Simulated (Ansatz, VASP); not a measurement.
I in VASP and in Ansatz

File INCAR:

```
PREC = Accurate
ENCUT = 520
EDIFF = 1E-6
ISMEAR = -1
SIGMA = 0.05
LREAL = F
LASPH = T
NELM = 100
ALGO = Normal
ISIF = 2
LWAVE = F
LCHARG = F
GGA = PE
NBANDS = 10
```

The input KPOINTS:

```
Automatic mesh
0
Gamma
  9 9 9
```

POSCAR

```
I
1.0
   -2.0893754423      2.0893754423      2.0893754423
    2.0893754423     -2.0893754423      2.0893754423
    2.0893754423      2.0893754423     -2.0893754423
I
1
Direct
    0.0000000000      0.0000000000      0.0000000000
```

Contents of input.yaml:

```yaml
crystal:
  lattice:
    - [-2.0893754423, 2.0893754423, 2.0893754423]
    - [2.0893754423, -2.0893754423, 2.0893754423]
    - [2.0893754423, 2.0893754423, -2.0893754423]
  atoms:
    - { symbol: I, position: [0.0, 0.0, 0.0] }
hamiltonian:
  xc: pbe
  pseudopotentials: { kind: paw }
kpoints:
  mp_grid: { grid: [9, 9, 9] }
scf:
  occupations: { method: fermi_dirac, width: 0.05 }
output:
  forces: true
  stress: true
  eigenvalues: true
  write_density: true
  write_potential: true
  elf: true
  volumetric_format: npy
```

Alike in both runs: task single point; functional PBE; k mesh 9 × 9 × 9; occupations fermi-dirac, width 0.05 eV; no spin polarisation.

|  | VASP | Ansatz |
| --- | --- | --- |
| version | VASP 6.6.1 | Ansatz 0.2.0 |
| potentials or method | VASP PAW PBE potentials, release 64 (I) | Ansatz PAW |
| plane-wave cutoff (eV) | 520 | 420 |
| valence electrons in the cell | 7 | 17 |

|  | VASP | Ansatz | Ansatz less VASP |
| --- | --- | --- | --- |
| gap on the k mesh at the Fermi level (eV) | none | none | - |
| pressure (GPa) | -0.2 | -0.2 | +0.04 |

A gap of «none» marks a metal or a gap that the smearing closes. The functional is the same, so the differences come from potentials, cutoffs and numerics. VASP's potentials hold 7 valence electrons a cell and Ansatz's 17, so a difference there can come from the potentials and not from the codes.

Spin-orbit coupling is off throughout.
